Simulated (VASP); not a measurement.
Wanted: the native input for a VASP 6.6.1 run.

```
Task                   : relaxation of cell and atoms
Functional             : LDA
Potentials or basis    : VASP PAW LDA potentials, release 64 (Fe)
Cutoff                 : 600 eV
k mesh                 : 11 × 11 × 11
Occupations            : methfessel-paxton, width 0.1 eV
Spin                   : collinear spin, ferromagnetic start
Starting moments       : [3.5] μB
Dipole correction      : no
Further INCAR settings : ALGO = Normal; EDIFF = 1e-06; IBRION = 2; EDIFFG = -0.03; NSW = 80; ISIF = 3
```

The structure of Fe lies in POSCAR:

```
Fe
1.0
   -1.4430000000      1.4430000000      1.4430000000
    1.4430000000     -1.4430000000      1.4430000000
    1.4430000000      1.4430000000     -1.4430000000
Fe
1
Direct
    0.0000000000      0.0000000000      0.0000000000
```

The input as run:

INCAR

```
ALGO     = Normal         # electronic algorithm
EDIFF    = 1E-6           # SCF threshold, eV
EDIFFG   = -0.03          # ionic threshold
ENCUT    = 600            # plane-wave cutoff, eV
GGA      = CA             # functional
IBRION   = 2              # ionic algorithm
ISIF     = 3              # what is computed and relaxed
ISMEAR   = 1              # smearing method
ISPIN    = 2              # spin polarisation
LASPH    = T              # aspherical terms in the spheres
LCHARG   = F              # write CHGCAR
LMAXMIX  = 4              # l up to which the mixer works
LORBIT   = 11             # projections on sites
LREAL    = F              # projectors in reciprocal space
LWAVE    = F              # write WAVECAR
MAGMOM   = 3.5            # initial moments
NELM     = 150            # most SCF steps
NSW      = 80             # ionic steps
PREC     = Accurate       # precision mode
SIGMA    = 0.1            # smearing width, eV
```

KPOINTS

```
k-points
0
Gamma
  11 11 11
```

Potentials or basis: VASP PAW LDA potentials, release 64 (Fe).

Run with:

```sh
$ cat potpaw_LDA.64/Fe/POTCAR > POTCAR
$ mpirun -np 1 vasp_std > vasp.out
```

It gave:

```yaml
Relaxed_volume: 10.31 Å³/atom
Relaxed_cell: a = 2.375 Å, b = 2.375 Å, c = 2.375 Å, α = 109.47°, β = 109.47°, γ = 109.47°
Space_group_after_relaxing_to_0.05_Å: Im-3m (No. 229)
Energy_gained_by_relaxing: 146.3 meV/atom
Ionic_steps: 4
Pressure_after_relaxing: -0.5 GPa
Net_moment: 1.85 μB per cell
Site_moments: Fe +1.82 μB
Valence_electrons_inside_the_program's_atomic_spheres: Fe 7.50
```

Caveat: the volume moved by -14 % from the deposited cell, more than functionals usually miss.

Run time: 90 s on 1 thread of AMD EPYC 7R13, with other jobs on the host, peak memory 0.11 GiB.
